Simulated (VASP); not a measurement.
# WC (P-6m2) in VASP: notebook, part 2 of 2

VASP 6.6.1.

### Step 3. Electric field gradients, PBE (volume scaled by 0.97)

Input file INCAR:

```
SYSTEM = WC
PREC     = Accurate       ! precision mode
ENCUT    = 520            ! plane-wave cutoff, eV
EDIFF    = 1E-8           ! SCF threshold, eV
ISMEAR   = -1             ! smearing method
SIGMA    = 0.05           ! smearing width, eV
LREAL    = .False.        ! projectors in reciprocal space
LASPH    = .True.         ! aspherical terms in the spheres
NELM     = 100            ! most SCF steps
ALGO     = Normal         ! electronic algorithm
ISIF     = 2              ! what is computed and relaxed
LWAVE    = .False.        ! write WAVECAR
LCHARG   = .False.        ! write CHGCAR
GGA      = PE             ! functional
LEFG     = .True.       
NBANDS   = 16             ! bands
```

Input file KPOINTS:

```
regular mesh
0
Gamma
  13 13 12
  0 0 0
```

Input file POSCAR:

```
WC
1.0
    2.8712014385      0.0000000000      0.0000000000
   -1.4356007192      2.4865333851      0.0000000000
    0.0000000000      0.0000000000      2.8004222886
W C
1 1
Direct
    0.0000000000      0.0000000000      0.0000000000
    0.6666666667      0.3333333333      0.5000000000
```

Potentials or basis: VASP PAW PBE potentials, release 64 (W_sv, C).

The run is started by

```
$ cat potpaw_PBE.64/W_sv/POTCAR potpaw_PBE.64/C/POTCAR > POTCAR
$ mpirun -np 1 vasp_std > vasp.out
```

OUTCAR:

```text
SYSTEM = WC
   PREC = Accurate
   ENCUT = 520
   EDIFF = 1E-8
   ISMEAR = -1
   LREAL = .False.
   LASPH = .True.
   NELM = 100
   ISIF = 2
   GGA = PE

 ion  position               nearest neighbor table
   1  0.000  0.000  0.000-   2 2.17   2 2.17   2 2.17   2 2.17   2 2.17   2 2.17
   2  0.667  0.333  0.500-   1 2.17   1 2.17   1 2.17   1 2.17   1 2.17   1 2.17

  LATTYP: Found a hexagonal cell.
 ALAT       =     2.8712014385
 C/A-ratio  =     0.9753485949

  Lattice vectors:

 A1 = (   2.8712014385,   0.0000000000,   0.0000000000)
 A2 = (  -1.4356007192,   2.4865333851,   0.0000000000)
 A3 = (   0.0000000000,   0.0000000000,   2.8004222886)

Analysis of symmetry for initial positions (statically):
=====================================================================
 Subroutine PRICEL returns:
 Original cell was already a primitive cell.

 Routine SETGRP: Setting up the symmetry group for a
 hexagonal supercell.

 Subroutine GETGRP returns: Found 12 space group operations
 (whereof 12 operations were pure point group operations)
 out of a pool of 24 trial point group operations.

The static configuration has the point symmetry D_3h.

Analysis of symmetry for dynamics (positions and initial velocities):
=====================================================================
 Subroutine PRICEL returns:
 Original cell was already a primitive cell.

 Routine SETGRP: Setting up the symmetry group for a
 hexagonal supercell.

 Subroutine GETGRP returns: Found 12 space group operations
 (whereof 12 operations were pure point group operations)
 out of a pool of 24 trial point group operations.

The dynamic configuration has the point symmetry D_3h.

 Subroutine INISYM returns: Found 12 space group operations
 (whereof 12 operations are pure point group operations),
 and found     1 'primitive' translations

----------------------------------------------------------------------------------------

                                     Primitive cell

  volume of cell :      19.9932

  direct lattice vectors                    reciprocal lattice vectors
     2.871201438  0.000000000  0.000000000     0.348286256  0.201083164  0.000000000
    -1.435600719  2.486533385  0.000000000     0.000000000  0.402166328  0.000000000
     0.000000000  0.000000000  2.800422289     0.000000000  0.000000000  0.357089002

  length of vectors
     2.871201438  2.871201438  2.800422289     0.402166328  0.402166328  0.357089002

  position of ions in fractional coordinates (direct lattice)
     0.000000000  0.000000000  0.000000000
     0.666666667  0.333333333  0.500000000

  ion indices of the primitive-cell ions
   primitive index   ion index
                 1           1
                 2           2

----------------------------------------------------------------------------------------

 KPOINTS: regular mesh

Automatic generation of k-mesh.
 Grid dimensions read from file:
 generate k-points for:   13   13   12

[... 70 lines left out ...]
   ISYM   =      2    0-nonsym 1-usesym 2-fastsym
   POTIM  = 0.5000    time-step for ionic-motion
   TEBEG  =    0.0;   TEEND  =   0.0 temperature during run
   PSTRESS=    0.0 pullay stress
   NELECT =      18.0000    total number of electrons
   NUPDOWN=      -1.0000    fix difference up-down
   EMIN   =  10.00;   EMAX   =-10.00  energy-range for DOS
   EFERMI =   0.00;   METHOD = LEGACY
   ISMEAR =    -1;   SIGMA  =   0.05  broadening in eV -4-tet -1-fermi 0-gaus
   EFERMI_NEDOS =   21; number of points for ismear=-14 and -15
   IALGO  =     38    algorithm
   IMIX   =      4    mixing-type and parameters
     AMIX     =   0.40;   BMIX     =  1.00
     AMIX_MAG =   1.60;   BMIX_MAG =  1.00
  volume/ion in A,a.u.               =      10.00        67.46
  Fermi-wavevector in a.u.,A,eV,Ry     =   1.580781  2.987244 33.999191  2.498870
  Thomas-Fermi vector in A             =   2.680957
   LORBIT       =      0    0 simple, 1 ext, 2 COOP (PROOUT), +10 PAW based schemes
   GGA     = PE    functional components
   LHFCALC =     F    Hartree Fock is set to
   AEXX    =    0.0000 exact exchange contribution
   IVDW    =     0    specifies the selected vdW correction
   LEPSILON=     F    determine dielectric tensor
   LRPA    =     F    only Hartree local field effects (RPA)
 non-spin polarized calculation
  energy-cutoff  :      520.00
  volume of cell :       19.99
 maximum number of plane-waves:       559
 NGX is ok and might be reduce to    24
   NGX = 11   NGY = 11   NGZ = 11

 number of electron      18.0000000 magnetization

 Free energy of the ion-electron system (eV)
  ---------------------------------------------------
  ext. energy  EPLUGINS =         0.00000000
  ---------------------------------------------------
  free energy    TOTEN  =       -22.37279459 eV

  energy without entropy =      -22.37031450  energy(sigma->0) =      -22.37155455

 E-fermi :  11.6417     XC(G=0): -14.0081

 val. band max:       11.6214061888   @ k =   0.0769   0.0769   0.5000
 cond. band min:      11.6427631973   @ k =   0.4615   0.0769   0.4167
 fundamental gap:      0.0213570086
 Fermi energy:        11.6416880845

 k-point     1 :       0.0000    0.0000    0.0000
  band No.  band energies     occupation
      1     -62.3002      2.00000
      2     -26.2771      2.00000
      3     -26.1669      2.00000
      4     -26.1669      2.00000
      5      -3.1190      2.00000
      6       7.0924      2.00000
[... 433 lines left out ...]
      3     -26.3075      2.00000
      4     -26.2090      2.00000
      5      -2.3273      2.00000
      6       6.9136      2.00000
[... 8 lines left out ...]
     15      25.5155      0.00000
     16      29.8750      0.00000

 [... further k-points ...]

------------------------ aborting loop because EDIFF is reached ----------------------------------------

  FORCE on cell =-STRESS in cart. coord.  units (eV):
  Direction    XX          YY          ZZ          XY          YZ          ZX
  --------------------------------------------------------------------------------------
  -------------------------------------------------------------------------------------
  Total        2.8171969      2.8171969      3.1236586      0.0000000      0.0000000      0.0000000
  in kB      225.7596395    225.7596395    250.3183368      0.0000000      0.0000000      0.0000000
  external PRESSURE =     233.9458719 kB  Pullay stress =       0.0000000 kB

 VOLUME and BASIS-vectors are now :
 -----------------------------------------------------------------------------
  energy-cutoff  :      520.00
  volume of cell :       19.99
      direct lattice vectors                 reciprocal lattice vectors
     2.871201438  0.000000000  0.000000000     0.348286256  0.201083164  0.000000000
    -1.435600719  2.486533385  0.000000000     0.000000000  0.402166328  0.000000000
     0.000000000  0.000000000  2.800422289     0.000000000  0.000000000  0.357089002

 POSITION                                       TOTAL-FORCE (eV/Angst)
 -----------------------------------------------------------------------------------
      0.00000      0.00000      0.00000         0.000000      0.000000      0.000000
      1.43560      0.82884      1.40021        -0.000000     -0.000000      0.000000
 -----------------------------------------------------------------------------------
    total drift:                               -0.000000      0.000000      0.000000

  FREE ENERGIE OF THE ION-ELECTRON SYSTEM (eV)
  ---------------------------------------------------
  free  energy   TOTEN  =       -22.3727945940 eV

  energy  without entropy=      -22.3703144969  energy(sigma->0) =      -22.37155455

 Electric field gradients (V/A^2)
---------------------------------------------------------------------
 ion       V_xx      V_yy      V_zz      V_xy      V_xz      V_yz
---------------------------------------------------------------------
   1      78.675    78.675  -157.350     0.000    -0.000     0.000
   2      -0.259    -0.259     0.518     0.000     0.000     0.000
---------------------------------------------------------------------

 Electric field gradients after diagonalization (V/A^2)
 (convention: |V_zz| > |V_xx| > |V_yy|)
----------------------------------------------------------------------
 ion       V_xx      V_yy      V_zz     asymmetry (V_yy - V_xx)/ V_zz
----------------------------------------------------------------------
   1      78.675    78.675  -157.350       0.000
   2      -0.259    -0.258     0.518       0.001
----------------------------------------------------------------------

           NMR quadrupolar parameters

 Cq : quadrupolar parameter    Cq=e*Q*V_zz/h
 eta: asymmetry parameters     (V_yy - V_xx)/ V_zz
 Q  : nuclear electric quadrupole moment in mb (millibarn)
----------------------------------------------------------------------
 ion       Cq(MHz)       eta       Q (mb)
----------------------------------------------------------------------
   1      -0.380       0.000       1.000
   2       0.001       0.001       1.000
----------------------------------------------------------------------
```

Run time: 68 s. Hardware: 1 thread of AMD EPYC 7R43 (Zen 3), shared host; peak memory 0.14 GiB.

Results:

```
Free energy            : -22.3728 eV
Pressure               : 23.4 GPa
Band gap on the k mesh : zero (band 9 reaches 12.32 eV, above the bottom of band 10 at 10.99 eV)
```

Stress tensor (GPa, compression positive):
```
22.58  0.00  0.00
 0.00 22.58  0.00
 0.00  0.00 25.03
```

Electric field gradients, principal values (V/Å²):
| atom | least | middle | greatest (by size) |
| --- | --- | --- | --- |
| 1 W | 78.675 | 78.675 | -157.350 |
| 2 C | -0.258 | -0.259 | 0.518 |

Caveat: without QUAD_EFG the Cq values of the log hold for a quadrupole moment of 1 mb, not for the nuclei; spin-orbit coupling is left out, which moves the levels of the heavy elements.
